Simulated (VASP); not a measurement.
# Pt (Immm) in VASP: a series of runs

The runs below take Pt through single point, with PBEsol.

All numbers are computed with VASP 6.6.1; they aren't measurements. Logs are shortened: lines on timing, memory, paths and dates and some standing lists are left out, and cuts for length are marked.

## 1. The cell of the first run

Symmetry: Immm, No. 71, orthorhombic system. Conventional cell: a = 2.696 Å, b = 2.842 Å, c = 3.916 Å, α = 90.00°, β = 90.00°, γ = 90.00°. Within 3.6 Å of Pt (site symmetry mmm) lie 12 Pt at 2.70 to 2.84 Å.

## 2. Single point, PBEsol (strain +0.0525 x Voigt [0, 0, 0, 0, 0, 1])

INCAR reads:

```
  ALGO = Fast
  EDIFF = 1E-7
  ENCUT = 520
  GGA = PS
  ISIF = 2
  ISMEAR = 0
  LASPH = T
  LCHARG = F
  LREAL = F
  LWAVE = F
  NBANDS = 11
  NELM = 60
  PREC = Accurate
  SIGMA = 0.15
```

KPOINTS reads:

```
k-points
0
Gamma
  20 20 20
```

POSCAR reads:

```
Pt
1.0
    0.0513948750      1.9579000000      1.9579000000
    1.9579000000      0.0513948750      1.9579000000
    2.0092948750      2.0092948750      0.0000000000
Pt
1
Direct
    0.0000000000      0.0000000000      0.0000000000
```

Potentials or basis: VASP PAW PBE potentials, release 64 (Pt).

Command:

```console
$ cat potpaw_PBE.64/Pt/POTCAR > POTCAR
$ mpirun -np 1 vasp_std > vasp.out
```

OUTCAR:

```text
EDIFF = 1E-7
   ENCUT = 520
   GGA = PS
   ISIF = 2
   ISMEAR = 0
   LASPH = T
   LREAL = F
   NELM = 60
   PREC = Accurate

 ion  position               nearest neighbor table
   1  0.000  0.000  0.000-

  LATTYP: Found a body centered orthorhombic cell.
 ALAT       =     2.6962054045
 B/A-ratio  =     1.0539152760
 C/A-ratio  =     1.4523374196

  Lattice vectors:

 A1 = (   1.9579000000,   0.0513948750,  -1.9579000000)
 A2 = (  -1.9579000000,  -0.0513948750,  -1.9579000000)
 A3 = (   0.0513948750,   1.9579000000,   1.9579000000)

Analysis of symmetry for initial positions (statically):
=====================================================================
 Subroutine PRICEL returns:
 Original cell was already a primitive cell.

 Routine SETGRP: Setting up the symmetry group for a
 body centered orthorhombic supercell.

 Subroutine GETGRP returns: Found  8 space group operations
 (whereof  8 operations were pure point group operations)
 out of a pool of  8 trial point group operations.

The static configuration has the point symmetry D_2h.

Analysis of symmetry for dynamics (positions and initial velocities):
=====================================================================
 Subroutine PRICEL returns:
 Original cell was already a primitive cell.

 Routine SETGRP: Setting up the symmetry group for a
 body centered orthorhombic supercell.

 Subroutine GETGRP returns: Found  8 space group operations
 (whereof  8 operations were pure point group operations)
 out of a pool of  8 trial point group operations.

The dynamic configuration has the point symmetry D_2h.

 Subroutine INISYM returns: Found  8 space group operations
 (whereof  8 operations are pure point group operations),
 and found     1 'primitive' translations

----------------------------------------------------------------------------------------

                                     Primitive cell

  volume of cell :      15.0004

  direct lattice vectors                    reciprocal lattice vectors
     0.051394875  1.957900000  1.957900000    -0.262259982  0.262259982  0.255375658
     1.957900000  0.051394875  1.957900000     0.262259982 -0.262259982  0.255375658
     2.009294875  2.009294875  0.000000000     0.248843515  0.248843515 -0.255375658

  length of vectors
     2.769365677  2.769365677  2.841572063     0.450308031  0.450308031  0.434813657

  position of ions in fractional coordinates (direct lattice)
     0.000000000  0.000000000  0.000000000

  ion indices of the primitive-cell ions
   primitive index   ion index
                 1           1

----------------------------------------------------------------------------------------

 KPOINTS: k-points

Automatic generation of k-mesh.
 Grid dimensions read from file:
 generate k-points for:   20   20   20

 Generating k-lattice:

  Cartesian coordinates                     Fractional coordinates (reciprocal lattice)
    -0.013112999  0.013112999  0.012768783     0.050000000  0.000000000  0.000000000
     0.013112999 -0.013112999  0.012768783     0.000000000  0.050000000  0.000000000
     0.012442176  0.012442176 -0.012768783     0.000000000  0.000000000  0.050000000

  Length of vectors
     0.022515402  0.022515402  0.021740683

  Shift w.r.t. Gamma in fractional coordinates (k-lattice)
     0.000000000  0.000000000  0.000000000

 Subroutine IBZKPT returns following result:
 ===========================================

 Found   1166 irreducible k-points:

 Following reciprocal coordinates:
            Coordinates               Weight
  0.000000  0.000000  0.000000      1.000000
  0.050000 -0.000000  0.000000      4.000000
  0.100000  0.000000  0.000000      4.000000
  0.150000 -0.000000  0.000000      4.000000
  0.200000  0.000000  0.000000      4.000000
  0.250000 -0.000000  0.000000      4.000000
[... 16 lines left out ...]
 -0.400000  0.050000  0.000000      4.000000
 -0.350000  0.050000  0.000000      4.000000
 [... further k-points ...]
   k-points           NKPTS =   1166   k-points in BZ     NKDIM =   1166   number of bands    NBANDS=     11
   number of dos      NEDOS =    301   number of ions     NIONS =      1
   total plane-waves  NPLWV =  13824
   dimension x,y,z NGX =    24 NGY =   24 NGZ =   24
   dimension x,y,z NGXF=    48 NGYF=   48 NGZF=   48
   ions per type =               1
   NGX,Y,Z   is equivalent  to a cutoff of  14.41, 14.41, 14.04 a.u.
   NGXF,Y,Z  is equivalent  to a cutoff of  28.81, 28.81, 28.08 a.u.
 SYSTEM =  unknown system
   PREC   = accura    normal or accurate (medium, high low for compatibility)
   ISTART =      0    job   : 0-new  1-cont  2-samecut
   ICHARG =      2    charge: 1-file 2-atom 10-const
   ISPIN  =      1    spin polarized calculation?
   LNONCOLLINEAR =      F non collinear calculations
   LSORBIT =      F    spin-orbit coupling
   LASPH  =      T    aspherical Exc in radial PAW
   ENCUT  =  520.0 eV  38.22 Ry    6.18 a.u.   5.15  5.15  5.28*2*pi/ulx,y,z
[... 34 lines left out ...]
 Gauss-broadening in eV      SIGMA  =   0.15
  energy-cutoff  :      520.00
  volume of cell :       15.00
 maximum number of plane-waves:       418
 NGX is ok and might be reduce to    24
   NGX = 11   NGY = 11   NGZ = 11

 number of electron      10.0000000 magnetization

 Free energy of the ion-electron system (eV)
  ---------------------------------------------------
  ext. energy  EPLUGINS =         0.00000000
  ---------------------------------------------------
  free energy    TOTEN  =        -6.96349096 eV

  energy without entropy =       -6.94495269  energy(sigma->0) =       -6.95422182

 E-fermi :  11.1998     XC(G=0): -13.6574

 val. band max:       11.1979854789   @ k =  -0.4000   0.5000   0.2500
 cond. band min:      11.2009696506   @ k =   0.3000   0.0500   0.5000
 fundamental gap:      0.0029841718
 Fermi energy:        11.1998339651

 k-point     1 :       0.0000    0.0000    0.0000
  band No.  band energies     occupation
      1       0.8420      2.00000
      2       7.0503      2.00000
      3       7.2662      2.00000
      4       7.6952      2.00000
      5       9.5868      2.00000
      6       9.6142      2.00000
      7      25.7690      0.00000
      8      29.9721      0.00000
      9      30.8427      0.00000
     10      31.6841      0.00000
     11      36.1253      0.00000

 k-point     2 :       0.0500   -0.0000    0.0000
  band No.  band energies     occupation
      1       0.9487      2.00000
      2       7.0947      2.00000
      3       7.2909      2.00000
      4       7.6714      2.00000
      5       9.5518      2.00000
      6       9.5804      2.00000
      7      25.9444      0.00000
      8      30.1431      0.00000
      9      30.5792      0.00000
     10      31.4589      0.00000
     11      36.8186      0.00000

 k-point     3 :       0.1000    0.0000    0.0000
  band No.  band energies     occupation
      1       1.2615      2.00000
      2       7.2156      2.00000
      3       7.2818      2.00000
      4       7.6913      2.00000
      5       9.4650      2.00000
      6       9.4936      2.00000
      7      26.4316      0.00000
      8      29.4166      0.00000
      9      30.6416      0.00000
     10      31.7555      0.00000
     11      37.8623      0.00000

 k-point     4 :       0.1500   -0.0000    0.0000
  band No.  band energies     occupation
      1       1.7549      2.00000
      2       7.1509      2.00000
      3       7.3718      2.00000
      4       7.8553      2.00000
      5       9.3821      2.00000
      6       9.4035      2.00000
      7      27.0691      0.00000
      8      28.0236      0.00000
      9      31.4216      0.00000
     10      32.4255      0.00000
     11      36.9443      0.00000
[... 239 lines left out ...]
 k-point    22 :      -0.4500    0.0500    0.0000
  band No.  band energies     occupation
      1       3.9252      2.00000
      2       7.0473      2.00000
      3       7.5211      2.00000
      4      10.0180      2.00000
      5      11.0187      1.91231
      6      12.1785      0.00000
      7      17.6912      0.00000
      8      25.3806      0.00000
      9      29.6469      0.00000
     10      29.8284      0.00000
     11      38.7148      0.00000

 k-point    23 :      -0.4000    0.0500    0.0000
  band No.  band energies     occupation
      1       3.9318      2.00000
      2       7.1086      2.00000
      3       7.6101      2.00000
      4       9.3059      2.00000
      5      10.6984      2.00000
      6      11.7799      0.00000
      7      18.9810      0.00000
      8      25.6632      0.00000
      9      30.1405      0.00000
     10      30.4492      0.00000
     11      37.6926      0.00000

 k-point    24 :      -0.3500    0.0500    0.0000
  band No.  band energies     occupation
      1       3.8959      2.00000
      2       7.2262      2.00000
      3       7.7385      2.00000
      4       8.3554      2.00000
      5      10.2593      2.00000
      6      11.2459      0.66422
      7      20.7548      0.00000
      8      26.2023      0.00000
      9      30.8570      0.00000
     10      31.6605      0.00000
     11      36.3101      0.00000

 [... further k-points ...]

------------------------ aborting loop because EDIFF is reached ----------------------------------------

  FORCE on cell =-STRESS in cart. coord.  units (eV):
  Direction    XX          YY          ZZ          XY          YZ          ZX
  --------------------------------------------------------------------------------------
  -------------------------------------------------------------------------------------
  Total        0.1771910      0.1771910     -0.0670733     -0.4270663      0.0000000      0.0000000
  in kB       18.9256186     18.9256186     -7.1640460    -45.6145817      0.0000000      0.0000000
  external PRESSURE =      10.2290637 kB  Pullay stress =       0.0000000 kB

 VOLUME and BASIS-vectors are now :
 -----------------------------------------------------------------------------
  energy-cutoff  :      520.00
  volume of cell :       15.00
      direct lattice vectors                 reciprocal lattice vectors
     0.051394875  1.957900000  1.957900000    -0.262259982  0.262259982  0.255375658
     1.957900000  0.051394875  1.957900000     0.262259982 -0.262259982  0.255375658
     2.009294875  2.009294875  0.000000000     0.248843515  0.248843515 -0.255375658

 POSITION                                       TOTAL-FORCE (eV/Angst)
 -----------------------------------------------------------------------------------
      0.00000      0.00000      0.00000         0.000000     -0.000000      0.000000
 -----------------------------------------------------------------------------------
    total drift:                               -0.000000      0.000000     -0.000000

  FREE ENERGIE OF THE ION-ELECTRON SYSTEM (eV)
  ---------------------------------------------------
  free  energy   TOTEN  =        -6.9634909581 eV

  energy  without entropy=       -6.9449526877  energy(sigma->0) =       -6.95422182
```

Wall time 3 min (1 thread of Intel Xeon Platinum 8259CL at 2.50GHz (Skylake/Cascade Lake), shared host); peak memory 0.31 GiB.

Results:

| Quantity | Value |
| --- | --- |
| Free energy | -6.9635 eV |
| Pressure | 1.0 GPa |
| Band gap on the k mesh | zero (band 5 reaches 11.77 eV, above the bottom of band 6 at 9.40 eV) |

Levels at points of the mesh, in eV from the Fermi level:
```
           k point  band 2  band 3  band 4  band 5  band 6  band 7  band 8  band 9
(0.00, 0.00, 0.00)   -4.15   -3.93   -3.50   -1.61   -1.59   14.57   18.77   19.64
(0.50, 0.00, 0.00)   -4.23   -3.63   -0.33   -0.05    0.24    6.25   13.97   18.23
(0.50, 0.50, 0.00)   -6.70    0.04    0.47    0.54    1.69    8.88   10.39   12.36
(0.00, 0.00, 0.50)   -4.18   -3.55   -0.79   -0.18    0.15    5.50   14.36   19.01
(0.50, 0.00, 0.50)   -6.71   -0.06    0.48    0.57    1.72    8.94   11.36   11.37
```

Caveat: the cell differs from its parent crystal (strain +0.0525 x Voigt [0, 0, 0, 0, 0, 1]); the PAW data sets were made with another functional, which shifts forces and pressure a little; spin-orbit coupling is left out, which moves the levels of the heavy elements.

## 3. Single point, PBEsol (strain +0.0375 x Voigt [0, 0, 0, 0, 0, 1])

INCAR reads:

```
SYSTEM = Pt
ALGO = Fast ; EDIFF = 1E-6
ENCUT = 520 ; GGA = PS
ISIF = 2 ; ISMEAR = 0
LASPH = .TRUE. ; LCHARG = .TRUE.
LELF = .TRUE. ; LREAL = .FALSE.
LVHAR = .TRUE. ; LWAVE = .FALSE.
NBANDS = 11 ; NELM = 60
PREC = Accurate ; SIGMA = 0.15
```

KPOINTS reads:

```
k-points
0
G
  20 20 20
  0 0 0
```

POSCAR reads:

```
Pt
1.0
    0.0367106250      1.9579000000      1.9579000000
    1.9579000000      0.0367106250      1.9579000000
    1.9946106250      1.9946106250      0.0000000000
Pt
1
Direct
    0.0000000000      0.0000000000      0.0000000000
```

Potentials or basis: VASP PAW PBE potentials, release 64 (Pt).

Command:

```console
$ cat potpaw_PBE.64/Pt/POTCAR > POTCAR
$ mpirun -np 1 vasp_std > vasp.out
```

Run time: 2.5 min. Hardware: 1 thread of Intel Xeon Platinum 8259CL at 2.50GHz (Skylake/Cascade Lake), shared host; peak memory 0.31 GiB.

Results (log left out):

```
Free energy            : -6.9690 eV
Pressure               : 0.6 GPa
Band gap on the k mesh : zero (band 5 reaches 11.73 eV, above the bottom of band 6 at 9.40 eV)
```

Stress tensor (GPa, compression positive):
```
 1.04 -3.16  0.00
-3.16  1.04  0.00
 0.00  0.00 -0.32
```

Levels at points of the mesh, in eV from the Fermi level:
| k point | band 2 | band 3 | band 4 | band 5 | band 6 | band 7 | band 8 | band 9 |
| --- | --- | --- | --- | --- | --- | --- | --- | --- |
| (0.00, 0.00, 0.00) | -4.06 | -3.89 | -3.60 | -1.63 | -1.61 | 14.59 | 19.00 | 19.62 |
| (0.50, 0.00, 0.00) | -4.13 | -3.70 | -0.41 | -0.03 | 0.19 | 6.12 | 14.02 | 18.44 |
| (0.50, 0.50, 0.00) | -6.70 | 0.03 | 0.48 | 0.52 | 1.69 | 8.88 | 10.66 | 12.06 |
| (0.00, 0.00, 0.50) | -4.10 | -3.66 | -0.73 | -0.11 | 0.11 | 5.58 | 14.30 | 18.99 |
| (0.50, 0.00, 0.50) | -6.71 | -0.02 | 0.48 | 0.53 | 1.71 | 8.91 | 11.35 | 11.36 |

Caveat: the cell differs from its parent crystal (strain +0.0375 x Voigt [0, 0, 0, 0, 0, 1]); the PAW data sets were made with another functional, which shifts forces and pressure a little; spin-orbit coupling is left out, which moves the levels of the heavy elements.

## 4. Single point, PBEsol (strain +0.0225 x Voigt [0, 0, 0, 0, 0, 1])

INCAR reads:

```
ALGO = Fast
EDIFF = 1E-7
ENCUT = 520
GGA = PS
ISIF = 2
ISMEAR = 0
LASPH = T
LCHARG = F
LREAL = F
LWAVE = F
NBANDS = 11
NELM = 80
PREC = Accurate
SIGMA = 0.15
```

KPOINTS reads:

```
k-points
0
Gamma
  20 20 20
```

POSCAR reads:

```
Pt
1.0
    0.0220263750      1.9579000000      1.9579000000
    1.9579000000      0.0220263750      1.9579000000
    1.9799263750      1.9799263750      0.0000000000
Pt
1
Direct
    0.0000000000      0.0000000000      0.0000000000
```

Command:

```console
$ cat potpaw_PBE.64/Pt/POTCAR > POTCAR
$ mpirun -np 1 vasp_std > vasp.out
```

It took 2.8 min on 1 thread of Intel Xeon Platinum 8259CL at 2.50GHz (Skylake/Cascade Lake), shared host; peak memory 0.31 GiB.

Results (log left out):

* Free energy: -6.9725 eV
* Pressure: 0.4 GPa
* Band gap on the k mesh: zero (band 5 reaches 11.70 eV, above the bottom of band 6 at 9.41 eV)

Stress tensor (GPa, compression positive):
```
 0.52 -1.86  0.00
-1.86  0.52  0.00
 0.00  0.00  0.03
```

Levels at points of the mesh, in eV from the Fermi level:
| k point | band 2 | band 3 | band 4 | band 5 | band 6 | band 7 | band 8 | band 9 |
| --- | --- | --- | --- | --- | --- | --- | --- | --- |
| (0.00, 0.00, 0.00) | -3.98 | -3.86 | -3.70 | -1.64 | -1.63 | 14.60 | 19.23 | 19.60 |
| (0.50, 0.00, 0.00) | -4.04 | -3.78 | -0.48 | 0.00 | 0.13 | 6.00 | 14.07 | 18.64 |
| (0.50, 0.50, 0.00) | -6.70 | 0.02 | 0.48 | 0.51 | 1.69 | 8.87 | 10.93 | 11.77 |
| (0.00, 0.00, 0.50) | -4.02 | -3.76 | -0.67 | -0.05 | 0.08 | 5.68 | 14.24 | 18.98 |
| (0.50, 0.00, 0.50) | -6.70 | 0.00 | 0.49 | 0.51 | 1.70 | 8.89 | 11.34 | 11.35 |

Caveat: the cell differs from its parent crystal (strain +0.0225 x Voigt [0, 0, 0, 0, 0, 1]); the PAW data sets were made with another functional, which shifts forces and pressure a little; spin-orbit coupling is left out, which moves the levels of the heavy elements.

## 5. Single point, PBEsol (strain +0.0075 x Voigt [0, 0, 0, 0, 0, 1])

INCAR reads:

```
SYSTEM = Pt
  PREC = Accurate
  ENCUT = 520
  EDIFF = 1E-6
  ISMEAR = 0
  SIGMA = 0.15
  LREAL = .FALSE.
  LASPH = .TRUE.
  NELM = 80
  ALGO = Fast
  ISIF = 2
  LWAVE = .FALSE.
  LCHARG = .TRUE.
  GGA = PS
  LELF = .TRUE.
  LVHAR = .TRUE.
  NBANDS = 11
```

KPOINTS reads:

```
regular mesh
0
G
  20 20 20
  0 0 0
```

POSCAR reads:

```
Pt
1.0
    0.0073421250      1.9579000000      1.9579000000
    1.9579000000      0.0073421250      1.9579000000
    1.9652421250      1.9652421250      0.0000000000
Pt
1
Direct
    0.0000000000      0.0000000000      0.0000000000
```

Command:

```console
$ cat potpaw_PBE.64/Pt/POTCAR > POTCAR
$ mpirun -np 1 vasp_std > vasp.out
```

It took 2.6 min on 1 thread of Intel Xeon Platinum 8259CL at 2.50GHz (Skylake/Cascade Lake), shared host; peak memory 0.31 GiB.

It converged, with:

```
Free energy            : -6.9742 eV
Pressure               : 0.2 GPa
Band gap on the k mesh : zero (band 5 reaches 11.69 eV, above the bottom of band 6 at 9.42 eV)
```

Stress tensor (GPa, compression positive):
```
 0.21 -0.61  0.00
-0.61  0.21  0.00
 0.00  0.00  0.16
```

Levels at points of the mesh, in eV from the Fermi level:
```csv
k point,band 2,band 3,band 4,band 5,band 6,band 7,band 8,band 9
"(0.00, 0.00, 0.00)",-3.89,-3.84,-3.79,-1.64,-1.64,14.60,19.46,19.59
"(0.50, 0.00, 0.00)",-3.95,-3.86,-0.54,0.03,0.07,5.89,14.13,18.86
"(0.50, 0.50, 0.00)",-6.70,0.01,0.49,0.50,1.69,8.87,11.20,11.48
"(0.00, 0.00, 0.50)",-3.94,-3.85,-0.61,0.01,0.05,5.78,14.18,18.97
"(0.50, 0.00, 0.50)",-6.70,0.01,0.49,0.49,1.69,8.87,11.34,11.34
```

Caveat: the cell differs from its parent crystal (strain +0.0075 x Voigt [0, 0, 0, 0, 0, 1]); the PAW data sets were made with another functional, which shifts forces and pressure a little; spin-orbit coupling is left out, which moves the levels of the heavy elements.

## 6. Overview

| cell | further INCAR settings | gap on the mesh (eV) | pressure (GPa) |
| --- | --- | --- | --- |
| a = 2.769, b = 2.769, c = 2.842 Å, angles 59.1, 59.1, 58.3°, 1 atom | ALGO = Fast; EDIFF = 1e-07; NBANDS = 11 | none | 1.0 |
| a = 2.769, b = 2.769, c = 2.821 Å, angles 59.4, 59.4, 58.8°, 1 atom | ALGO = Fast; EDIFF = 1e-06; NBANDS = 11 | none | 0.6 |
| a = 2.769, b = 2.769, c = 2.800 Å, angles 59.6, 59.6, 59.3°, 1 atom | ALGO = Fast; EDIFF = 1e-07; NBANDS = 11 | none | 0.4 |
| a = 2.769, b = 2.769, c = 2.779 Å, angles 59.9, 59.9, 59.8°, 1 atom | ALGO = Fast; EDIFF = 1e-06; NBANDS = 11 | none | 0.2 |

Alike in all rows: task single point; level PBEsol; potentials or basis VASP PAW PBE potentials, release 64 (Pt); no spin polarisation; k mesh 20 × 20 × 20; cutoff (eV) 520; smearing gaussian 0.15 eV.

Caveats: the PAW data sets were made with another functional, which shifts forces and pressure a little; spin-orbit coupling is left out, which moves the levels of the heavy elements.

Absolute energies hang on the potentials; compare differences alone.
